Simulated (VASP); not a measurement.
# MgS (Fm-3m) in VASP: further runs

Runs on MgS. Level: LDA. Tasks: single point.

All numbers are computed with VASP 6.6.1; they aren't measurements. Logs are shortened: lines on timing, memory, paths and dates and some standing lists are left out, and cuts for length are marked.

### Step 1. The cell of the first run

The structure is cubic, space group Fm-3m (No. 225). Conventional cell: a = 4.901 Å, b = 4.901 Å, c = 4.901 Å, α = 90.00°, β = 90.00°, γ = 90.00°. Mg (site symmetry m-3m) has 6 S at 2.45 Å within 3.2 Å. Within 3.2 Å of S (site symmetry m-3m) lie 6 Mg at 2.45 Å.

### Step 2. Single point, LDA

File INCAR:

```
SYSTEM = MgS
PREC     = Accurate       ! precision mode
ENCUT    = 520            ! plane-wave cutoff, eV
EDIFF    = 1E-6           ! SCF threshold, eV
ISMEAR   = 0              ! smearing method
SIGMA    = 0.01           ! smearing width, eV
LREAL    = .FALSE.        ! projectors in reciprocal space
LASPH    = .TRUE.         ! aspherical terms in the spheres
NELM     = 60             ! most SCF steps
ALGO     = Normal         ! electronic algorithm
ISIF     = 2              ! what is computed and relaxed
LWAVE    = .FALSE.        ! write WAVECAR
LCHARG   = .FALSE.        ! write CHGCAR
NBANDS   = 11             ! bands
```

File KPOINTS:

```
regular mesh
0
G
  8 8 8
  0 0 0
```

File POSCAR:

```
MgS
1.0
    0.0000000000      2.4505819593      2.4505819593
    2.4505819593      0.0000000000      2.4505819593
    2.4505819593      2.4505819593      0.0000000000
Mg S
1 1
Direct
    0.0000000000      0.0000000000      0.0000000000
    0.5000000000      0.5000000000      0.5000000000
```

Potentials or basis: VASP PAW LDA potentials, release 64 (Mg, S).

Launch:

```
> cat potpaw_LDA.64/Mg/POTCAR potpaw_LDA.64/S/POTCAR > POTCAR
> mpirun -np 1 vasp_std > vasp.out
```

OUTCAR:

```text
SYSTEM = MgS
   PREC = Accurate
   ENCUT = 520
   EDIFF = 1E-6
   ISMEAR = 0
   LREAL = .FALSE.
   LASPH = .TRUE.
   NELM = 60
   ISIF = 2

 ion  position               nearest neighbor table
   1  0.000  0.000  0.000-   2 2.45   2 2.45   2 2.45   2 2.45   2 2.45   2 2.45
   2  0.500  0.500  0.500-   1 2.45   1 2.45   1 2.45   1 2.45   1 2.45   1 2.45

  LATTYP: Found a face centered cubic cell.
 ALAT       =     4.9011639186

  Lattice vectors:

 A1 = (   0.0000000000,   2.4505819593,   2.4505819593)
 A2 = (   2.4505819593,   0.0000000000,   2.4505819593)
 A3 = (   2.4505819593,   2.4505819593,   0.0000000000)

Analysis of symmetry for initial positions (statically):
=====================================================================
 Subroutine PRICEL returns:
 Original cell was already a primitive cell.

 Routine SETGRP: Setting up the symmetry group for a
 face centered cubic supercell.

 Subroutine GETGRP returns: Found 48 space group operations
 (whereof 48 operations were pure point group operations)
 out of a pool of 48 trial point group operations.

The static configuration has the point symmetry O_h .

Analysis of symmetry for dynamics (positions and initial velocities):
=====================================================================
 Subroutine PRICEL returns:
 Original cell was already a primitive cell.

 Routine SETGRP: Setting up the symmetry group for a
 face centered cubic supercell.

 Subroutine GETGRP returns: Found 48 space group operations
 (whereof 48 operations were pure point group operations)
 out of a pool of 48 trial point group operations.

The dynamic configuration has the point symmetry O_h .

 Subroutine INISYM returns: Found 48 space group operations
 (whereof 48 operations are pure point group operations),
 and found     1 'primitive' translations

----------------------------------------------------------------------------------------

                                     Primitive cell

  volume of cell :      29.4332

  direct lattice vectors                    reciprocal lattice vectors
     0.000000000  2.450581959  2.450581959    -0.204033168  0.204033168  0.204033168
     2.450581959  0.000000000  2.450581959     0.204033168 -0.204033168  0.204033168
     2.450581959  2.450581959  0.000000000     0.204033168  0.204033168 -0.204033168

  length of vectors
     3.465646243  3.465646243  3.465646243     0.353395813  0.353395813  0.353395813

  position of ions in fractional coordinates (direct lattice)
     0.000000000  0.000000000  0.000000000
     0.500000000  0.500000000  0.500000000

  ion indices of the primitive-cell ions
   primitive index   ion index
                 1           1
                 2           2

----------------------------------------------------------------------------------------

 KPOINTS: regular mesh

Automatic generation of k-mesh.
 Grid dimensions read from file:
 generate k-points for:    8    8    8

 Generating k-lattice:

  Cartesian coordinates                     Fractional coordinates (reciprocal lattice)
    -0.025504146  0.025504146  0.025504146     0.125000000  0.000000000  0.000000000
     0.025504146 -0.025504146  0.025504146     0.000000000  0.125000000  0.000000000
     0.025504146  0.025504146 -0.025504146     0.000000000  0.000000000  0.125000000

  Length of vectors
     0.044174477  0.044174477  0.044174477

  Shift w.r.t. Gamma in fractional coordinates (k-lattice)
     0.000000000  0.000000000  0.000000000

 Subroutine IBZKPT returns following result:
 ===========================================

 Found     29 irreducible k-points:

 Following reciprocal coordinates:
            Coordinates               Weight
  0.000000  0.000000  0.000000      1.000000
  0.125000  0.000000  0.000000      8.000000
  0.250000  0.000000  0.000000      8.000000
  0.375000  0.000000  0.000000      8.000000
  0.500000  0.000000  0.000000      4.000000
  0.125000  0.125000  0.000000      6.000000
[... 16 lines left out ...]
  0.500000  0.250000  0.125000     48.000000
 -0.375000  0.250000  0.125000     24.000000
 [... further k-points ...]
   k-points           NKPTS =     29   k-points in BZ     NKDIM =     29   number of bands    NBANDS=     11
   number of dos      NEDOS =    301   number of ions     NIONS =      2
   total plane-waves  NPLWV =  21952
   dimension x,y,z NGX =    28 NGY =   28 NGZ =   28
   dimension x,y,z NGXF=    56 NGYF=   56 NGZF=   56
   ions per type =               1   1
   NGX,Y,Z   is equivalent  to a cutoff of  13.43, 13.43, 13.43 a.u.
   NGXF,Y,Z  is equivalent  to a cutoff of  26.86, 26.86, 26.86 a.u.
 SYSTEM =  MgS
   PREC   = accura    normal or accurate (medium, high low for compatibility)
   ISTART =      0    job   : 0-new  1-cont  2-samecut
   ICHARG =      2    charge: 1-file 2-atom 10-const
   ISPIN  =      1    spin polarized calculation?
   LNONCOLLINEAR =      F non collinear calculations
   LSORBIT =      F    spin-orbit coupling
   LASPH  =      T    aspherical Exc in radial PAW
   ENCUT  =  520.0 eV  38.22 Ry    6.18 a.u.   6.44  6.44  6.44*2*pi/ulx,y,z
   NELM   =     60;   NELMIN=  2; NELMDL= -5     # of ELM steps
   EDIFF  = 0.1E-05   stopping-criterion for ELM
   LREAL  =      F    real-space projection
   EDIFFG = 0.1E-04   stopping-criterion for IOM
   NSW    =      0    number of steps for IOM
   IBRION =     -1    ionic relax: 0-MD 1-quasi-New 2-CG
   NFREE  =      0    steps in history (QN), initial steepest desc. (CG)
   ISIF   =      2    stress and relaxation
   ISYM   =      2    0-nonsym 1-usesym 2-fastsym
   POTIM  = 0.5000    time-step for ionic-motion
   TEBEG  =    0.0;   TEEND  =   0.0 temperature during run
   PSTRESS=    0.0 pullay stress
   NELECT =       8.0000    total number of electrons
   NUPDOWN=      -1.0000    fix difference up-down
   EMIN   =  10.00;   EMAX   =-10.00  energy-range for DOS
   EFERMI =   0.00;   METHOD = LEGACY
   ISMEAR =     0;   SIGMA  =   0.01  broadening in eV -4-tet -1-fermi 0-gaus
   EFERMI_NEDOS =   21; number of points for ismear=-14 and -15
   IALGO  =     38    algorithm
   IMIX   =      4    mixing-type and parameters
     AMIX     =   0.40;   BMIX     =  1.00
     AMIX_MAG =   1.60;   BMIX_MAG =  1.00
  volume/ion in A,a.u.               =      14.72        99.31
  Fermi-wavevector in a.u.,A,eV,Ry     =   1.060455  2.003969 15.300634  1.124565
  Thomas-Fermi vector in A             =   2.195837
   LORBIT       =      0    0 simple, 1 ext, 2 COOP (PROOUT), +10 PAW based schemes
   GGA     = CA    functional components
   LHFCALC =     F    Hartree Fock is set to
   AEXX    =    0.0000 exact exchange contribution
   IVDW    =     0    specifies the selected vdW correction
   LEPSILON=     F    determine dielectric tensor
   LRPA    =     F    only Hartree local field effects (RPA)
 non-spin polarized calculation
 Gauss-broadening in eV      SIGMA  =   0.01
  energy-cutoff  :      520.00
  volume of cell :       29.43
 maximum number of plane-waves:       821
 NGX is ok and might be reduce to    28
   NGX = 13   NGY = 13   NGZ = 13

 number of electron       7.9999999 magnetization

 Free energy of the ion-electron system (eV)
  ---------------------------------------------------
  ext. energy  EPLUGINS =         0.00000000
  ---------------------------------------------------
  free energy    TOTEN  =        -9.42780876 eV

  energy without entropy =       -9.42780876  energy(sigma->0) =       -9.42780876

 E-fermi :   5.5113     XC(G=0): -10.7467

 val. band max:        5.3668608788   @ k =   0.0000   0.0000   0.0000
 cond. band min:       8.2909867564   @ k =   0.5000   0.5000   0.0000
 fundamental gap:      2.9241258776
 Fermi energy:         5.5113429042

 k-point     1 :       0.0000    0.0000    0.0000
  band No.  band energies     occupation
      1      -8.4377      2.00000
      2       5.3669      2.00000
      3       5.3669      2.00000
      4       5.3669      2.00000
      5      10.4417      0.00000
      6      13.0129      0.00000
      7      13.0129      0.00000
      8      13.0129      0.00000
      9      15.7753      0.00000
     10      15.7753      0.00000
     11      18.0954      0.00000

 k-point     2 :       0.1250    0.0000    0.0000
  band No.  band energies     occupation
      1      -8.2382      2.00000
      2       4.1599      2.00000
      3       5.2176      2.00000
      4       5.2176      2.00000
      5      11.0702      0.00000
      6      12.9518      0.00000
      7      13.3512      0.00000
      8      13.3512      0.00000
      9      15.2270      0.00000
     10      15.2270      0.00000
     11      19.0320      0.00000

 k-point     3 :       0.2500    0.0000    0.0000
  band No.  band energies     occupation
      1      -7.6849      2.00000
      2       2.0240      2.00000
      3       4.9012      2.00000
      4       4.9012      2.00000
      5      10.6975      0.00000
      6      13.1734      0.00000
      7      13.1734      0.00000
      8      14.7146      0.00000
      9      15.8291      0.00000
     10      15.8291      0.00000
     11      18.2375      0.00000

 k-point     4 :       0.3750    0.0000    0.0000
  band No.  band energies     occupation
      1      -6.9690      2.00000
      2       0.1873      2.00000
      3       4.6306      2.00000
      4       4.6306      2.00000
      5      10.1688      0.00000
      6      12.5290      0.00000
      7      12.5290      0.00000
      8      16.9607      0.00000
      9      17.5773      0.00000
     10      18.0449      0.00000
     11      18.0449      0.00000

 k-point     5 :       0.5000    0.0000    0.0000
  band No.  band energies     occupation
      1      -6.5855      2.00000
      2      -0.5893      2.00000
      3       4.5287      2.00000
      4       4.5287      2.00000
      5       9.9840      0.00000
      6      12.2786      0.00000
      7      12.2786      0.00000
      8      17.0473      0.00000
      9      18.5638      0.00000
     10      20.4543      0.00000
     11      20.4543      0.00000
[... 211 lines left out ...]
 k-point    21 :       0.5000    0.5000    0.0000
  band No.  band energies     occupation
      1      -6.0454      2.00000
      2       0.0805      2.00000
      3       3.2121      2.00000
      4       3.2121      2.00000
      5       8.2910      0.00000
      6       8.9670      0.00000
      7      18.6051      0.00000
      8      19.0223      0.00000
      9      20.3969      0.00000
     10      20.3969      0.00000
     11      22.0172      0.00000

 k-point    22 :       0.3750    0.2500    0.1250
  band No.  band energies     occupation
      1      -7.2410      2.00000
      2       1.7240      2.00000
      3       3.4254      2.00000
      4       4.4348      2.00000
      5      11.5402      0.00000
      6      11.6770      0.00000
      7      12.9477      0.00000
      8      15.2768      0.00000
      9      15.7675      0.00000
     10      19.1017      0.00000
     11      21.4639      0.00000

 k-point    23 :       0.5000    0.2500    0.1250
  band No.  band energies     occupation
      1      -6.6199      2.00000
      2       0.5825      2.00000
      3       2.7602      2.00000
      4       4.0264      2.00000
      5      11.2019      0.00000
      6      11.9347      0.00000
      7      13.4411      0.00000
      8      15.0491      0.00000
      9      17.7992      0.00000
     10      20.6448      0.00000
     11      21.4603      0.00000

 k-point    24 :      -0.3750    0.2500    0.1250
  band No.  band energies     occupation
      1      -6.3023      2.00000
      2       0.0172      2.00000
      3       2.5940      2.00000
      4       3.8257      2.00000
      5      11.1263      0.00000
      6      11.6606      0.00000
      7      14.1890      0.00000
      8      15.4951      0.00000
      9      18.2513      0.00000
     10      20.0867      0.00000
     11      21.8298      0.00000

 [... further k-points ...]
[... 5 lines left out ...]
  --------------------------------------------------------------------------------------
  -------------------------------------------------------------------------------------
  Total        2.6430594      2.6430594      2.6430594      0.0000000      0.0000000     -0.0000000
  in kB      143.8731711    143.8731711    143.8731711      0.0000000      0.0000000     -0.0000000
  external PRESSURE =     143.8731711 kB  Pullay stress =       0.0000000 kB

 VOLUME and BASIS-vectors are now :
 -----------------------------------------------------------------------------
  energy-cutoff  :      520.00
  volume of cell :       29.43
      direct lattice vectors                 reciprocal lattice vectors
     0.000000000  2.450581959  2.450581959    -0.204033168  0.204033168  0.204033168
     2.450581959  0.000000000  2.450581959     0.204033168 -0.204033168  0.204033168
     2.450581959  2.450581959  0.000000000     0.204033168  0.204033168 -0.204033168

 POSITION                                       TOTAL-FORCE (eV/Angst)
 -----------------------------------------------------------------------------------
      0.00000      0.00000      0.00000         0.000000     -0.000000      0.000000
      2.45058      2.45058      2.45058        -0.000000      0.000000     -0.000000
 -----------------------------------------------------------------------------------
    total drift:                                0.000000      0.000000      0.000000

  FREE ENERGIE OF THE ION-ELECTRON SYSTEM (eV)
  ---------------------------------------------------
  free  energy   TOTEN  =        -9.4278087620 eV

  energy  without entropy=       -9.4278087620  energy(sigma->0) =       -9.42780876
```

Run time: 9.6 s. Hardware: 1 thread of AMD EPYC 7R43 (Zen 3), shared host; peak memory 0.11 GiB.

What came out:

- Free energy: -9.4278 eV
- Pressure: 14.4 GPa
- Band gap on the k mesh: 2.92 eV, indirect (least direct gap 5.07 eV)

A k mesh can miss the band edges.

(Continued in part 2 of 2.)
